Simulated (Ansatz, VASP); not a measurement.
# Two plane-wave programs on Si2Mo

Contents of INCAR:

```
PREC = Accurate
ENCUT = 520
EDIFF = 1E-7
ISMEAR = -1
SIGMA = 0.05
LREAL = F
LASPH = T
NELM = 100
ALGO = Normal
ISIF = 2
LWAVE = F
LCHARG = T
GGA = PE
LELF = T
LVHAR = T
NBANDS = 18
```

KPOINTS

```
regular mesh
0
Gamma
  13 13 13
```

File POSCAR:

```
Si2Mo
1.0
   -1.5783757276      1.5783757276      3.8773786233
    1.5783757276     -1.5783757276      3.8773786233
    1.5783757276      1.5783757276     -3.8773786233
Si Mo
2 1
Direct
    0.3330000000      0.3330000000      0.0000000000
    0.6670000000      0.6670000000      0.0000000000
    0.0000000000      0.0000000000      0.0000000000
```

Input for Ansatz:

```yaml
crystal:
  lattice:
    - [-1.578375727571501, 1.578375727571501, 3.8773786232623646]
    - [1.578375727571501, -1.578375727571501, 3.8773786232623646]
    - [1.578375727571501, 1.578375727571501, -3.8773786232623646]
  atoms:
    - { symbol: Si, position: [0.333, 0.333, 0.0] }
    - { symbol: Si, position: [0.667, 0.667, 0.0] }
    - { symbol: Mo, position: [0.0, 0.0, 0.0] }
basis:
  ecutwfc: 557.833418042754
kpoints:
  mp_grid:
    grid: [13, 13, 13]
hamiltonian:
  xc: pbe
  pseudopotentials:
    kind: paw
scf:
  convergence:
    dr2_threshold: 1.0e-09
  occupations:
    method: fermi_dirac
    width: 0.05
output:
  stress: true
```

Alike in both runs: task single point; functional PBE; k mesh 13 × 13 × 13; occupations fermi-dirac, width 0.05 eV; no spin polarisation.

|  | VASP | Ansatz |
| --- | --- | --- |
| version | VASP 6.6.1 | Ansatz 0.2.0 |
| potentials or method | VASP PAW PBE potentials, release 64 (Si, Mo_sv), cutoff 520 eV | plane waves, PAW |
| valence electrons in the cell | 22 | 22 |

|  | VASP | Ansatz | Ansatz less VASP |
| --- | --- | --- | --- |
| pressure (GPa) | 12.2 | 12.0 | -0.20 |

Ansatz's warnings: stress scf threshold loose.
